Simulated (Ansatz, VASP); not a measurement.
CdTe in VASP and in Ansatz

```xyz
2
Lattice="0.0000 3.1512 3.3681 3.1512 0.0000 3.3681 3.1512 3.1512 0.0000" Properties=species:S:1:pos:R:3 pbc="T T T"
Cd    0.0000    0.0000    0.0000
Te    1.5756    1.5756    1.6840
```

Change from the starting cell: strained cell.

Alike in both runs: functional PBEsol; k mesh 6 × 6 × 6; occupations gaussian, width 0.02 eV; no spin polarisation.

Ansatz relaxed the structure, and its values are those at the end. VASP's run is a single point on that final structure, the one shown.

|  | VASP | Ansatz |
| --- | --- | --- |
| version | VASP 6.6.1 | Ansatz 0.2.0 |
| potentials or method | VASP PAW PBE potentials, release 64 (Cd, Te), cutoff 500 eV | scalar-relativistic, plane waves, PAW |
| valence electrons in the cell | 18 | 36 |

|  | VASP | Ansatz | Ansatz less VASP |
| --- | --- | --- | --- |
| gap on the k mesh at the Fermi level (eV) | 0.61 | 0.61 | -0.005 |
| least direct gap on the mesh (eV) | 0.61 | 0.61 | -0.005 |
| pressure (GPa) | 1.0 | 0.9 | -0.17 |

VASP's potentials were made for PBE, not for PBEsol, and Ansatz warns of the same on its side. VASP's potentials hold 18 valence electrons a cell and Ansatz's 36, so a difference there can come from the potentials and not from the codes. Ansatz's warnings: stress scf threshold loose.

Spin-orbit coupling is off throughout.
